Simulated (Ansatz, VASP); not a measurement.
# MgO in VASP and in Ansatz

```xyz
2
Lattice="0.0000 2.1126 2.1126 2.1126 0.0000 2.1126 2.1126 2.1126 0.0000" Properties=species:S:1:pos:R:3 pbc="T T T"
Mg    0.0000    0.0000    0.0000
O     2.1126    2.1126    2.1126
```

Alike in both runs: task single point; functional PBE; k mesh 10 × 10 × 10; no spin polarisation.

|  | VASP | Ansatz |
| --- | --- | --- |
| version | VASP 6.6.1 | Ansatz 0.2.0 |
| potentials or method | VASP PAW PBE potentials, release 64 (Mg, O), cutoff 600 eV | scalar-relativistic, plane waves, PAW |
| occupations | gaussian, width 0.01 eV | fixed |
| valence electrons in the cell | 8 | 16 |

VASP gave:

```
gap on the k mesh at the Fermi level (eV) : 4.64
pressure (GPa)                            : 2.1
```

Problem. Estimate Ansatz's values.

Solution. gap on the k mesh at the Fermi level (eV): 4.65; pressure (GPa): 3.1.

VASP's potentials hold 8 valence electrons a cell and Ansatz's 16, so a difference there can come from the potentials and not from the codes.
